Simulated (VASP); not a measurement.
# Si3Ge (P-6m2) in VASP: notebook, part 2 of 2

VASP 6.6.1. Earlier steps stand in the parts before.

### 3 Single point, PBE

This run uses another cell than the first one, of 16.22 Å³/atom.

Contents of INCAR:

```
PREC = Accurate
ENCUT = 500
EDIFF = 1E-6
ISMEAR = 0
SIGMA = 0.1
LREAL = F
LASPH = T
NELM = 120
ALGO = Normal
ISIF = 2
LWAVE = F
LCHARG = F
GGA = PE
NBANDS = 21
GGA_COMPAT = F
```

Contents of KPOINTS:

```
Automatic mesh
0
Gamma
  6 6 2
```

Contents of POSCAR:

```
Si3Ge
1.0
    2.8698749200      0.0000000000      0.0000000000
   -1.4349374600      2.4853845900      0.0000000000
    0.0000000000      0.0000000000      9.0950236900
Si Ge
3 1
Direct
    0.3333333300      0.6666666700      0.7500000000
    0.3333333300      0.6666666700      0.2500000000
    0.6666666700      0.3333333300      0.5000000000
    0.6666666700      0.3333333300      0.0000000000
```

Potentials or basis: VASP PAW PBE potentials, release 64 (Si, Ge_d).

Launch:

```console
cat potpaw_PBE.64/Si/POTCAR potpaw_PBE.64/Ge_d/POTCAR > POTCAR
mpirun -np 1 vasp_std > vasp.out
```

OUTCAR:

```text
PREC = Accurate
   ENCUT = 500
   EDIFF = 1E-6
   ISMEAR = 0
   LREAL = F
   LASPH = T
   NELM = 120
   ISIF = 2
   GGA = PE

 ion  position               nearest neighbor table
   1  0.333  0.667  0.750-   3 2.81   4 2.81   3 2.81   4 2.81   3 2.81   4 2.81
   2  0.333  0.667  0.250-   3 2.81   4 2.81   3 2.81   4 2.81   3 2.81   4 2.81
   3  0.667  0.333  0.500-   1 2.81   2 2.81   1 2.81   2 2.81   1 2.81   2 2.81
   4  0.667  0.333  0.000-   1 2.81   2 2.81   1 2.81   2 2.81   1 2.81   2 2.81

  LATTYP: Found a hexagonal cell.
 ALAT       =     2.8698749200
 C/A-ratio  =     3.1691359183

  Lattice vectors:

 A1 = (   2.8698749200,   0.0000000000,   0.0000000000)
 A2 = (  -1.4349374600,   2.4853845900,   0.0000000000)
 A3 = (   0.0000000000,   0.0000000000,   9.0950236900)

Analysis of symmetry for initial positions (statically):
=====================================================================
 Subroutine PRICEL returns:
 Original cell was already a primitive cell.

 Routine SETGRP: Setting up the symmetry group for a
 hexagonal supercell.

 Subroutine GETGRP returns: Found 12 space group operations
 (whereof 12 operations were pure point group operations)
 out of a pool of 24 trial point group operations.

The static configuration has the point symmetry D_3h.

Analysis of symmetry for dynamics (positions and initial velocities):
=====================================================================
 Subroutine PRICEL returns:
 Original cell was already a primitive cell.

 Routine SETGRP: Setting up the symmetry group for a
 hexagonal supercell.

 Subroutine GETGRP returns: Found 12 space group operations
 (whereof 12 operations were pure point group operations)
[... 108 lines left out ...]
   EMIN   =  10.00;   EMAX   =-10.00  energy-range for DOS
   EFERMI =   0.00;   METHOD = LEGACY
   ISMEAR =     0;   SIGMA  =   0.10  broadening in eV -4-tet -1-fermi 0-gaus
   EFERMI_NEDOS =   21; number of points for ismear=-14 and -15
   IALGO  =     38    algorithm
   IMIX   =      4    mixing-type and parameters
     AMIX     =   0.40;   BMIX     =  1.00
     AMIX_MAG =   1.60;   BMIX_MAG =  1.00
  volume/ion in A,a.u.               =      16.22       109.45
  Fermi-wavevector in a.u.,A,eV,Ry     =   1.207014  2.280927 19.822109  1.456884
  Thomas-Fermi vector in A             =   2.342665
   LORBIT       =      0    0 simple, 1 ext, 2 COOP (PROOUT), +10 PAW based schemes
   GGA     = PE    functional components
   LHFCALC =     F    Hartree Fock is set to
   AEXX    =    0.0000 exact exchange contribution
   IVDW    =     0    specifies the selected vdW correction
   LEPSILON=     F    determine dielectric tensor
   LRPA    =     F    only Hartree local field effects (RPA)
 non-spin polarized calculation
 Gauss-broadening in eV      SIGMA  =   0.10
  energy-cutoff  :      500.00
  volume of cell :       64.87
 maximum number of plane-waves:      1676
 NGX is ok and might be reduce to    24
   NGX = 11   NGY = 11   NGZ = 33

 number of electron      26.0000015 magnetization

 Free energy of the ion-electron system (eV)
  ---------------------------------------------------
  ext. energy  EPLUGINS =         0.00000000
  ---------------------------------------------------
  free energy    TOTEN  =       -18.63679201 eV

  energy without entropy =      -18.63098334  energy(sigma->0) =      -18.63388767

 E-fermi :   8.6379     XC(G=0): -11.0741

 val. band max:        8.5803904901   @ k =   0.1667   0.1667   0.5000
 cond. band min:       8.9589730167   @ k =   0.3333   0.3333   0.0000
 fundamental gap:      0.3785825266
 Fermi energy:         8.6379461251

 k-point     1 :       0.0000    0.0000    0.0000
  band No.  band energies     occupation
      1     -16.1670      2.00000
      2     -16.1670      2.00000
      3     -16.1612      2.00000
      4     -16.0737      2.00000
      5     -16.0737      2.00000
      6      -5.1372      2.00000
[... 325 lines left out ...]
     20      12.8493      0.00000
     21      12.8891      0.00000

------------------------ aborting loop because EDIFF is reached ----------------------------------------

  FORCE on cell =-STRESS in cart. coord.  units (eV):
  Direction    XX          YY          ZZ          XY          YZ          ZX
  --------------------------------------------------------------------------------------
  -------------------------------------------------------------------------------------
  Total       -1.2861706     -1.2861706     -0.1869643      0.0000000      0.0000000     -0.0000000
  in kB      -31.7649928    -31.7649929     -4.6175209      0.0000000      0.0000000     -0.0000000
  external PRESSURE =     -22.7158355 kB  Pullay stress =       0.0000000 kB

 VOLUME and BASIS-vectors are now :
 -----------------------------------------------------------------------------
  energy-cutoff  :      500.00
  volume of cell :       64.87
      direct lattice vectors                 reciprocal lattice vectors
     2.869874920  0.000000000  0.000000000     0.348447242  0.201176109  0.000000000
    -1.434937460  2.485384590  0.000000000     0.000000000  0.402352217  0.000000000
     0.000000000  0.000000000  9.095023690     0.000000000  0.000000000  0.109950236

 POSITION                                       TOTAL-FORCE (eV/Angst)
 -----------------------------------------------------------------------------------
     -0.00000      1.65692      6.82127        -0.000000     -0.000000     -0.549906
     -0.00000      1.65692      2.27376        -0.000000      0.000000      0.549906
      1.43494      0.82846      4.54751        -0.000000      0.000000      0.000000
      1.43494      0.82846      0.00000         0.000000      0.000000      0.000000
 -----------------------------------------------------------------------------------
    total drift:                               -0.000006      0.000004      0.000000

  FREE ENERGIE OF THE ION-ELECTRON SYSTEM (eV)
  ---------------------------------------------------
  free  energy   TOTEN  =       -18.6367920062 eV

  energy  without entropy=      -18.6309833375  energy(sigma->0) =      -18.63388767
```

Run time: 22 s. Hardware: 1 thread of Intel Xeon Platinum 8488C (Sapphire Rapids), shared host; peak memory 0.18 GiB.

Results:

| Property | Result |
| --- | --- |
| Free energy | -18.6368 eV |
| Pressure | -2.3 GPa |
| Largest force | 0.550 eV/Å |
| Band gap on the k mesh | zero (bands 13 and 14 overlap by 9.96 eV) |

Forces on the atoms (eV/Å):
```
Si   0.000  0.000 -0.550
Si   0.000  0.000  0.550
Si   0.000  0.000  0.000
Ge   0.000  0.000  0.000
```

Stress tensor (GPa, compression positive):
```
-3.18  0.00  0.00
 0.00 -3.18  0.00
 0.00  0.00 -0.46
```

Caveat: the k points lie up to 0.42 Å⁻¹ apart, too coarse for converged energies and pressures of a metal.

### 4 Relaxation of cell and atoms, PBE

This run uses another cell than the first one, of 16.22 Å³/atom.

Contents of INCAR:

```
  ALGO = Normal
  EDIFF = 1E-7
  EDIFFG = -0.04
  ENCUT = 500
  GGA = PE
  GGA_COMPAT = False
  IBRION = 2
  ISIF = 3
  ISMEAR = 0
  LASPH = True
  LCHARG = False
  LREAL = False
  LWAVE = False
  NELM = 120
  NELMIN = 4
  NSW = 90
  PREC = Accurate
  SIGMA = 0.1
```

Contents of KPOINTS:

```
k-points
0
Gamma
  6 6 2
```

POSCAR is that of step 3.

Launch:

```console
cat potpaw_PBE.64/Si/POTCAR potpaw_PBE.64/Ge_d/POTCAR > POTCAR
mpirun -np 1 vasp_std > vasp.out
```

Run time: 2.4 min. Hardware: 1 thread of Intel Xeon Platinum 8488C (Sapphire Rapids), shared host; peak memory 0.19 GiB.

The run converged. Its results:

```yaml
Free_energy: -18.7565 eV
Relaxed_volume: 15.84 Å³/atom
Relaxed_cell: a = 2.826 Å, b = 2.826 Å, c = 9.161 Å, α = 90.00°, β = 90.00°, γ = 120.00°
Space_group_after_relaxing_to_0.1_Å: P-6m2 (No. 187)
Energy_gained_by_relaxing: 29.9 meV/atom
Ionic_steps: 11
Pressure_after_relaxing: 0.2 GPa
Largest_force_after_relaxing: 0.006 eV/Å
```

Forces on the atoms (eV/Å):
```
Si   0.000  0.000  0.006
Si   0.000  0.000 -0.006
Si   0.000  0.000  0.000
Ge   0.000  0.000  0.000
```

Stress tensor (GPa, compression positive):
```
0.12 0.00 0.00
0.00 0.12 0.00
0.00 0.00 0.27
```

Step by step:
```csv
step,energy change (eV),largest force (eV/Å),pressure (GPa),volume (Å³)
1,0.0000,0.5502,-2.07,64.87
2,-0.0412,0.5151,0.27,62.92
3,-0.0438,0.4966,1.12,62.31
4,-0.0745,0.3374,1.62,61.95
5,-0.0866,0.1574,2.27,61.59
6,-0.1094,0.1275,-0.04,63.24
7,-0.1121,0.1269,-0.77,63.89
8,-0.1124,0.1192,-1.06,64.16
9,-0.1181,0.0409,-0.60,63.96
10,-0.1182,0.0472,-0.62,63.98
11,-0.1197,0.0064,0.17,63.34
```

Final structure:
```cif
data_structure
_symmetry_space_group_name_H-M 'P 1'
_symmetry_Int_Tables_number 1
_cell_length_a 2.8256
_cell_length_b 2.8256
_cell_length_c 9.1606
_cell_angle_alpha 90.000
_cell_angle_beta 90.000
_cell_angle_gamma 120.000
_cell_volume 63.34
loop_
_atom_site_label
_atom_site_type_symbol
_atom_site_fract_x
_atom_site_fract_y
_atom_site_fract_z
_atom_site_occupancy
Si1 Si 0.33333 0.66667 0.72962 1
Si2 Si 0.33333 0.66667 0.27038 1
Si3 Si 0.66667 0.33333 0.50000 1
Ge1 Ge 0.66667 0.33333 0.00000 1
```

Levels at points of the mesh, in eV from the Fermi level:
```tsv
k point	band 9	band 10	band 11	band 12	band 13	band 14	band 15	band 16	band 17
(0.00, 0.00, 0.00)	-7.61	-6.52	1.11	1.45	6.88	6.88	8.29	8.29	8.60
(0.50, 0.00, 0.00)	-6.67	-5.82	-5.80	-1.79	-1.63	-1.49	0.35	2.41	4.11
(0.00, 0.00, 0.50)	-9.57	-3.54	-2.92	5.77	6.91	6.95	6.95	7.96	7.96
(0.50, 0.00, 0.50)	-6.88	-5.24	-4.25	-4.03	-3.20	1.43	2.37	2.52	2.74
```

Caveat: the k points lie up to 0.43 Å⁻¹ apart in the final cell; the highest band is partly filled, so the run has too few bands.

### 5 Overview

| task | cell | gap on the mesh (eV) | pressure (GPa) | largest force (eV/Å) |
| --- | --- | --- | --- | --- |
| single point | a = 2.827, b = 2.827, c = 9.182 Å, angles 90.0, 90.0, 120.0°, 4 atoms, atomic positions A | none | -0.1 | 0.01 |
| single point | a = 2.870, b = 2.870, c = 9.095 Å, angles 90.0, 90.0, 120.0°, 4 atoms, atomic positions B | none | -2.3 | 0.55 |
| relaxation of cell and atoms | relaxed from a = 2.870, b = 2.870, c = 9.095 Å, angles 90.0, 90.0, 120.0°, 4 atoms, atomic positions B | - | 0.2 | 0.01 |

Alike in all rows: level PBE; potentials or basis VASP PAW PBE potentials, release 64 (Si, Ge_d); no spin polarisation; k mesh 6 × 6 × 2; cutoff (eV) 500; smearing gaussian 0.1 eV.

Caveats: all runs use coarse meshes; the highest band is partly filled, so the run has too few bands (at least some runs).

Absolute energies hang on the potentials; compare differences alone.

The gap in the log of VASP goes by the Fermi energy; the results here count the filled bands.